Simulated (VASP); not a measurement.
A run of VASP 6.6.1 is set up as follows.

The input INCAR:

```
PREC = Accurate
ENCUT = 520
EDIFF = 1E-6
ISMEAR = 0
SIGMA = 0.02
LREAL = F
LASPH = T
NELM = 100
ALGO = Normal
ISIF = 2
LWAVE = F
LCHARG = F
GGA = PE
NBANDS = 66
```

KPOINTS

```
Automatic mesh
0
Gamma
  4 4 4
```

POSCAR

```
CdSe
1.0
    7.6165853000      0.0000000000      0.0000000000
    0.0000000000      7.6165853000      0.0000000000
    0.0000000000      0.0000000000      7.6165853000
Cd Se
6 6
Direct
    0.5000000000      0.0000000000      0.7500000000
    0.7500000000      0.5000000000      0.0000000000
    0.0000000000      0.7500000000      0.5000000000
    0.5000000000      0.0000000000      0.2500000000
    0.2500000000      0.5000000000      0.0000000000
    0.0000000000      0.2500000000      0.5000000000
    0.0000000000      0.5000000000      0.7500000000
    0.7500000000      0.0000000000      0.5000000000
    0.5000000000      0.7500000000      0.0000000000
    0.0000000000      0.5000000000      0.2500000000
    0.2500000000      0.0000000000      0.5000000000
    0.5000000000      0.2500000000      0.0000000000
```

Potentials or basis: VASP PAW PBE potentials, release 64 (Cd, Se).

Run with:

```bash
$ cat potpaw_PBE.64/Cd/POTCAR potpaw_PBE.64/Se/POTCAR > POTCAR
$ mpirun -np 1 vasp_std > vasp.out
```

(1) Estimate the band gap on the k mesh.

(2) Predict the pressure.

## Answers

(1) 0.64 eV, direct.

(2) 0.2 GPa.
